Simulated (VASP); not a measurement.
# TiN (dsol) (Fm-3m) in VASP: further runs

TiN (dsol) is run at these levels: PBEsol; tasks: single point, relaxation of cell and atoms.

All numbers are computed with VASP 6.6.1; they aren't measurements. Logs are shortened: lines on timing, memory, paths and dates and some standing lists are left out, and cuts for length are marked.

### Step 1. The cell of the first run

It takes space group Fm-3m (No. 225, cubic). Conventional cell: a = 4.241 Å, b = 4.241 Å, c = 4.241 Å, α = 90.00°, β = 90.00°, γ = 90.00°. Within 2.8 Å of Ti (site symmetry m-3m) lie 6 N at 2.12 Å. Within 2.8 Å of N (site symmetry m-3m) lie 6 Ti at 2.12 Å.

### Step 2. Single point, PBEsol

INCAR

```
SYSTEM = TiN
PREC = Accurate
ENCUT = 520
EDIFF = 1E-6
ISMEAR = 0
SIGMA = 0.1
LREAL = .False.
LASPH = .True.
NELM = 100
ALGO = Normal
ISIF = 2
LWAVE = .False.
LCHARG = .False.
GGA = PS
NBANDS = 16
```

KPOINTS

```
regular mesh
0
Gamma
  8 8 8
  0 0 0
```

POSCAR

```
TiN
1.0
    0.0000000000      2.1206234500      2.1206234500
    2.1206234500      0.0000000000      2.1206234500
    2.1206234500      2.1206234500      0.0000000000
Ti N
1 1
Direct
    0.0000000000      0.0000000000      0.0000000000
    0.5000000000      0.5000000000      0.5000000000
```

Potentials or basis: VASP PAW PBE potentials, release 64 (Ti_sv, N).

Command:

```sh
cat potpaw_PBE.64/Ti_sv/POTCAR potpaw_PBE.64/N/POTCAR > POTCAR
mpirun -np 1 vasp_std > vasp.out
```

OUTCAR:

```text
SYSTEM = TiN
   PREC = Accurate
   ENCUT = 520
   EDIFF = 1E-6
   ISMEAR = 0
   LREAL = .False.
   LASPH = .True.
   NELM = 100
   ISIF = 2
   GGA = PS

 ion  position               nearest neighbor table
   1  0.000  0.000  0.000-   2 2.12   2 2.12   2 2.12   2 2.12   2 2.12   2 2.12
   2  0.500  0.500  0.500-   1 2.12   1 2.12   1 2.12   1 2.12   1 2.12   1 2.12

  LATTYP: Found a face centered cubic cell.
 ALAT       =     4.2412469000

  Lattice vectors:

 A1 = (   0.0000000000,   2.1206234500,   2.1206234500)
 A2 = (   2.1206234500,   0.0000000000,   2.1206234500)
 A3 = (   2.1206234500,   2.1206234500,   0.0000000000)

Analysis of symmetry for initial positions (statically):
=====================================================================
 Subroutine PRICEL returns:
 Original cell was already a primitive cell.

 Routine SETGRP: Setting up the symmetry group for a
 face centered cubic supercell.

 Subroutine GETGRP returns: Found 48 space group operations
 (whereof 48 operations were pure point group operations)
 out of a pool of 48 trial point group operations.

The static configuration has the point symmetry O_h .

Analysis of symmetry for dynamics (positions and initial velocities):
=====================================================================
 Subroutine PRICEL returns:
 Original cell was already a primitive cell.

 Routine SETGRP: Setting up the symmetry group for a
 face centered cubic supercell.

 Subroutine GETGRP returns: Found 48 space group operations
 (whereof 48 operations were pure point group operations)
 out of a pool of 48 trial point group operations.

The dynamic configuration has the point symmetry O_h .

 Subroutine INISYM returns: Found 48 space group operations
 (whereof 48 operations are pure point group operations),
 and found     1 'primitive' translations

----------------------------------------------------------------------------------------

                                     Primitive cell

  volume of cell :      19.0731

  direct lattice vectors                    reciprocal lattice vectors
     0.000000000  2.120623450  2.120623450    -0.235779718  0.235779718  0.235779718
     2.120623450  0.000000000  2.120623450     0.235779718 -0.235779718  0.235779718
     2.120623450  2.120623450  0.000000000     0.235779718  0.235779718 -0.235779718

  length of vectors
     2.999014444  2.999014444  2.999014444     0.408382452  0.408382452  0.408382452

  position of ions in fractional coordinates (direct lattice)
     0.000000000  0.000000000  0.000000000
     0.500000000  0.500000000  0.500000000

  ion indices of the primitive-cell ions
   primitive index   ion index
                 1           1
                 2           2

----------------------------------------------------------------------------------------

 KPOINTS: regular mesh

Automatic generation of k-mesh.
 Grid dimensions read from file:
 generate k-points for:    8    8    8

 Generating k-lattice:

  Cartesian coordinates                     Fractional coordinates (reciprocal lattice)
    -0.029472465  0.029472465  0.029472465     0.125000000  0.000000000  0.000000000
     0.029472465 -0.029472465  0.029472465     0.000000000  0.125000000  0.000000000
     0.029472465  0.029472465 -0.029472465     0.000000000  0.000000000  0.125000000

  Length of vectors
     0.051047806  0.051047806  0.051047806

  Shift w.r.t. Gamma in fractional coordinates (k-lattice)
     0.000000000  0.000000000  0.000000000

 Subroutine IBZKPT returns following result:
 ===========================================

 Found     29 irreducible k-points:

 Following reciprocal coordinates:
            Coordinates               Weight
  0.000000  0.000000  0.000000      1.000000
  0.125000  0.000000  0.000000      8.000000
  0.250000  0.000000  0.000000      8.000000
  0.375000  0.000000  0.000000      8.000000
  0.500000  0.000000  0.000000      4.000000
  0.125000  0.125000  0.000000      6.000000
[... 16 lines left out ...]
  0.500000  0.250000  0.125000     48.000000
 -0.375000  0.250000  0.125000     24.000000
 [... further k-points ...]
   k-points           NKPTS =     29   k-points in BZ     NKDIM =     29   number of bands    NBANDS=     16
   number of dos      NEDOS =    301   number of ions     NIONS =      2
   total plane-waves  NPLWV =  13824
   dimension x,y,z NGX =    24 NGY =   24 NGZ =   24
   dimension x,y,z NGXF=    48 NGYF=   48 NGZF=   48
   ions per type =               1   1
   NGX,Y,Z   is equivalent  to a cutoff of  13.30, 13.30, 13.30 a.u.
   NGXF,Y,Z  is equivalent  to a cutoff of  26.61, 26.61, 26.61 a.u.
 SYSTEM =  TiN
   PREC   = accura    normal or accurate (medium, high low for compatibility)
   ISTART =      0    job   : 0-new  1-cont  2-samecut
   ICHARG =      2    charge: 1-file 2-atom 10-const
   ISPIN  =      1    spin polarized calculation?
   LNONCOLLINEAR =      F non collinear calculations
   LSORBIT =      F    spin-orbit coupling
   LASPH  =      T    aspherical Exc in radial PAW
   ENCUT  =  520.0 eV  38.22 Ry    6.18 a.u.   5.58  5.58  5.58*2*pi/ulx,y,z
   NELM   =    100;   NELMIN=  2; NELMDL= -5     # of ELM steps
   EDIFF  = 0.1E-05   stopping-criterion for ELM
   LREAL  =      F    real-space projection
   EDIFFG = 0.1E-04   stopping-criterion for IOM
   NSW    =      0    number of steps for IOM
   IBRION =     -1    ionic relax: 0-MD 1-quasi-New 2-CG
   NFREE  =      0    steps in history (QN), initial steepest desc. (CG)
   ISIF   =      2    stress and relaxation
   ISYM   =      2    0-nonsym 1-usesym 2-fastsym
   POTIM  = 0.5000    time-step for ionic-motion
   TEBEG  =    0.0;   TEEND  =   0.0 temperature during run
   PSTRESS=    0.0 pullay stress
   NELECT =      17.0000    total number of electrons
   NUPDOWN=      -1.0000    fix difference up-down
   EMIN   =  10.00;   EMAX   =-10.00  energy-range for DOS
   EFERMI =   0.00;   METHOD = LEGACY
   ISMEAR =     0;   SIGMA  =   0.10  broadening in eV -4-tet -1-fermi 0-gaus
   EFERMI_NEDOS =   21; number of points for ismear=-14 and -15
   IALGO  =     38    algorithm
   IMIX   =      4    mixing-type and parameters
     AMIX     =   0.40;   BMIX     =  1.00
     AMIX_MAG =   1.60;   BMIX_MAG =  1.00
  volume/ion in A,a.u.               =       9.54        64.36
  Fermi-wavevector in a.u.,A,eV,Ry     =   1.575497  2.977258 33.772256  2.482191
  Thomas-Fermi vector in A             =   2.676472
   LORBIT       =      0    0 simple, 1 ext, 2 COOP (PROOUT), +10 PAW based schemes
   GGA     = PS    functional components
   LHFCALC =     F    Hartree Fock is set to
   AEXX    =    0.0000 exact exchange contribution
   IVDW    =     0    specifies the selected vdW correction
   LEPSILON=     F    determine dielectric tensor
   LRPA    =     F    only Hartree local field effects (RPA)
 non-spin polarized calculation
 Gauss-broadening in eV      SIGMA  =   0.10
  energy-cutoff  :      520.00
  volume of cell :       19.07
 maximum number of plane-waves:       531
 NGX is ok and might be reduce to    24
   NGX = 11   NGY = 11   NGZ = 11

 number of electron      17.0000002 magnetization

 Free energy of the ion-electron system (eV)
  ---------------------------------------------------
  ext. energy  EPLUGINS =         0.00000000
  ---------------------------------------------------
  free energy    TOTEN  =       -20.76145912 eV

  energy without entropy =      -20.75292240  energy(sigma->0) =      -20.75719076

 E-fermi :  11.3285     XC(G=0): -13.2240

 val. band max:       11.3254334211   @ k =   0.3750   0.1250   0.0000
 cond. band min:      11.3510227150   @ k =  -0.3750   0.3750   0.1250
 fundamental gap:      0.0255892939
 Fermi energy:        11.3284743431

 k-point     1 :       0.0000    0.0000    0.0000
  band No.  band energies     occupation
      1     -46.2825      2.00000
      2     -22.3625      2.00000
      3     -22.3625      2.00000
      4     -22.3625      2.00000
      5      -5.7329      2.00000
      6       9.2891      2.00000
[... 8 lines left out ...]
     15      24.3709      0.00000
     16      31.0412      0.00000

 k-point     2 :       0.1250    0.0000    0.0000
  band No.  band energies     occupation
      1     -46.2680      2.00000
      2     -22.4635      2.00000
      3     -22.3709      2.00000
      4     -22.3709      2.00000
      5      -5.4309      2.00000
      6       7.9010      2.00000
[... 8 lines left out ...]
     15      24.5228      0.00000
     16      30.5598      0.00000

 k-point     3 :       0.2500    0.0000    0.0000
  band No.  band energies     occupation
      1     -46.2329      2.00000
      2     -22.7009      2.00000
      3     -22.3912      2.00000
      4     -22.3912      2.00000
      5      -4.6401      2.00000
      6       5.7569      2.00000
[... 8 lines left out ...]
     15      24.1663      0.00000
     16      28.7874      0.00000

 k-point     4 :       0.3750    0.0000    0.0000
  band No.  band energies     occupation
      1     -46.1974      2.00000
      2     -22.9295      2.00000
      3     -22.4113      2.00000
      4     -22.4113      2.00000
      5      -3.7016      2.00000
      6       3.9545      2.00000
[... 8 lines left out ...]
     15      24.4452      0.00000
     16      26.6847      0.00000

 k-point     5 :       0.5000    0.0000    0.0000
  band No.  band energies     occupation
      1     -46.1826      2.00000
      2     -23.0218      2.00000
      3     -22.4196      2.00000
      4     -22.4196      2.00000
      5      -3.2313      2.00000
      6       3.1972      2.00000
[... 8 lines left out ...]
     15      25.0189      0.00000
     16      25.7546      0.00000

 k-point     6 :       0.1250    0.1250    0.0000
  band No.  band energies     occupation
      1     -46.2632      2.00000
      2     -22.4566      2.00000
      3     -22.3932      2.00000
      4     -22.3932      2.00000
      5      -5.3524      2.00000
      6       7.1369      2.00000
[... 8 lines left out ...]
     15      24.7116      0.00000
     16      29.9636      0.00000

 k-point     7 :       0.2500    0.1250    0.0000
  band No.  band energies     occupation
      1     -46.2350      2.00000
      2     -22.6301      2.00000
      3     -22.4234      2.00000
      4     -22.4104      2.00000
      5      -4.7899      2.00000
      6       5.7996      2.00000
[... 8 lines left out ...]
     15      24.5757      0.00000
     16      28.7132      0.00000

 k-point     8 :       0.3750    0.1250    0.0000
  band No.  band energies     occupation
      1     -46.1997      2.00000
      2     -22.8474      2.00000
      3     -22.4436      2.00000
      4     -22.4409      2.00000
      5      -3.9924      2.00000
      6       4.5070      2.00000
[... 8 lines left out ...]
     15      24.1925      0.00000
     16      26.7390      0.00000

 k-point     9 :       0.5000    0.1250    0.0000
  band No.  band energies     occupation
      1     -46.1780      2.00000
      2     -22.9749      2.00000
      3     -22.4753      2.00000
      4     -22.4422      2.00000
      5      -3.4058      2.00000
      6       3.6242      2.00000
[... 8 lines left out ...]
     15      24.6250      0.00000
     16      25.4725      0.00000
[... 172 lines left out ...]
 k-point    19 :       0.5000    0.3750    0.0000
  band No.  band energies     occupation
      1     -46.1555      2.00000
      2     -22.8749      2.00000
      3     -22.6037      2.00000
      4     -22.5502      2.00000
      5      -4.1587      2.00000
      6       5.3160      2.00000
[... 8 lines left out ...]
     15      23.3427      0.00000
     16      25.0647      0.00000

 k-point    20 :      -0.3750    0.3750    0.0000
  band No.  band energies     occupation
      1     -46.1532      2.00000
      2     -22.8143      2.00000
      3     -22.7225      2.00000
      4     -22.5186      2.00000
      5      -3.8739      2.00000
      6       5.4754      2.00000
[... 8 lines left out ...]
     15      22.8990      0.00000
     16      24.0439      0.00000

 k-point    21 :       0.5000    0.5000    0.0000
  band No.  band energies     occupation
      1     -46.1508      2.00000
      2     -22.9093      2.00000
      3     -22.5724      2.00000
      4     -22.5724      2.00000
      5      -4.3025      2.00000
      6       5.4695      2.00000
[... 8 lines left out ...]
     15      23.0192      0.00000
     16      25.7292      0.00000

 k-point    22 :       0.3750    0.2500    0.1250
  band No.  band energies     occupation
      1     -46.2068      2.00000
      2     -22.7438      2.00000
      3     -22.5080      2.00000
      4     -22.4246      2.00000
      5      -4.2942      2.00000
      6       4.9689      2.00000
[... 8 lines left out ...]
     15      24.2365      0.00000
     16      26.3633      0.00000

 k-point    23 :       0.5000    0.2500    0.1250
  band No.  band energies     occupation
      1     -46.1784      2.00000
      2     -22.8628      2.00000
      3     -22.5673      2.00000
      4     -22.4557      2.00000
      5      -3.7681      2.00000
      6       4.3941      2.00000
[... 8 lines left out ...]
     15      23.8486      0.00000
     16      25.2313      0.00000

 k-point    24 :      -0.3750    0.2500    0.1250
  band No.  band energies     occupation
      1     -46.1665      2.00000
      2     -22.9142      2.00000
      3     -22.5827      2.00000
      4     -22.4748      2.00000
      5      -3.5382      2.00000
      6       4.1581      2.00000
[... 8 lines left out ...]
     15      24.0694      0.00000
     16      24.9542      0.00000

 [... further k-points ...]
[... 5 lines left out ...]
  --------------------------------------------------------------------------------------
  -------------------------------------------------------------------------------------
  Total       -0.8189441     -0.8189441     -0.8189441      0.0000000      0.0000000     -0.0000000
  in kB      -68.7929854    -68.7929854    -68.7929854      0.0000000      0.0000000     -0.0000000
  external PRESSURE =     -68.7929854 kB  Pullay stress =       0.0000000 kB

 VOLUME and BASIS-vectors are now :
 -----------------------------------------------------------------------------
  energy-cutoff  :      520.00
  volume of cell :       19.07
      direct lattice vectors                 reciprocal lattice vectors
     0.000000000  2.120623450  2.120623450    -0.235779718  0.235779718  0.235779718
     2.120623450  0.000000000  2.120623450     0.235779718 -0.235779718  0.235779718
     2.120623450  2.120623450  0.000000000     0.235779718  0.235779718 -0.235779718

 POSITION                                       TOTAL-FORCE (eV/Angst)
 -----------------------------------------------------------------------------------
      0.00000      0.00000      0.00000        -0.000000     -0.000000     -0.000000
      2.12062      2.12062      2.12062         0.000000      0.000000      0.000000
 -----------------------------------------------------------------------------------
    total drift:                                0.000000     -0.000000     -0.000000

  FREE ENERGIE OF THE ION-ELECTRON SYSTEM (eV)
  ---------------------------------------------------
  free  energy   TOTEN  =       -20.7614591164 eV

  energy  without entropy=      -20.7529223979  energy(sigma->0) =      -20.75719076
```

Run time: 7.7 s. Hardware: 1 thread of Intel Xeon Platinum 8259CL at 2.50GHz (Skylake/Cascade Lake), shared host; peak memory 0.14 GiB.

What came out:

- Free energy: -20.7615 eV
- Pressure: -6.9 GPa

Caveat: the PAW data sets were made with another functional, which shifts forces and pressure a little.

### Step 3. Single point, PBEsol

This run uses another cell than the first one, of 9.29 Å³/atom, 0.974 times its volume.

INCAR

```
SYSTEM = TiN
  ALGO = Normal
  EDIFF = 1E-7
  ENCUT = 520
  GGA = PS
  ISIF = 2
  ISMEAR = 0
  LASPH = .TRUE.
  LCHARG = .FALSE.
  LREAL = .FALSE.
  LWAVE = .FALSE.
  NBANDS = 16
  NELM = 60
  PREC = Accurate
  SIGMA = 0.1
```

KPOINTS

```
k-points
0
G
  14 14 14
  0 0 0
```

POSCAR

```
TiN
1.0
    0.0000000000      2.1019923905      2.1019923905
    2.1019923905      0.0000000000      2.1019923905
    2.1019923905      2.1019923905      0.0000000000
Ti N
1 1
Direct
    0.0000000000      0.0000000000      0.0000000000
    0.5000000000      0.5000000000      0.5000000000
```

Potentials or basis: VASP PAW PBE potentials, release 64 (Ti_sv, N).

Command:

```sh
cat potpaw_PBE.64/Ti_sv/POTCAR potpaw_PBE.64/N/POTCAR > POTCAR
mpirun -np 1 vasp_std > vasp.out
```

Run time: 22 s. Hardware: 1 thread of Intel Xeon Platinum 8259CL at 2.50GHz (Skylake/Cascade Lake), shared host; peak memory 0.16 GiB.

The run converged. Its results:

* Free energy: -20.7801 eV
* Pressure: 0.5 GPa

Levels at points of the mesh, in eV from the Fermi level:
| k point | band 7 | band 8 | band 9 | band 10 | band 11 | band 12 |
| --- | --- | --- | --- | --- | --- | --- |
| (0.00, 0.00, 0.00) | -2.05 | -2.05 | -0.66 | -0.66 | -0.66 | 0.59 |
| (0.50, 0.00, 0.00) | -5.63 | -5.63 | 1.77 | 1.77 | 2.48 | 5.99 |
| (0.50, 0.50, 0.00) | -3.26 | -3.26 | -3.24 | 1.71 | 2.52 | 2.52 |

Caveat: the PAW data sets were made with another functional, which shifts forces and pressure a little.

[end of part 1 of 2]
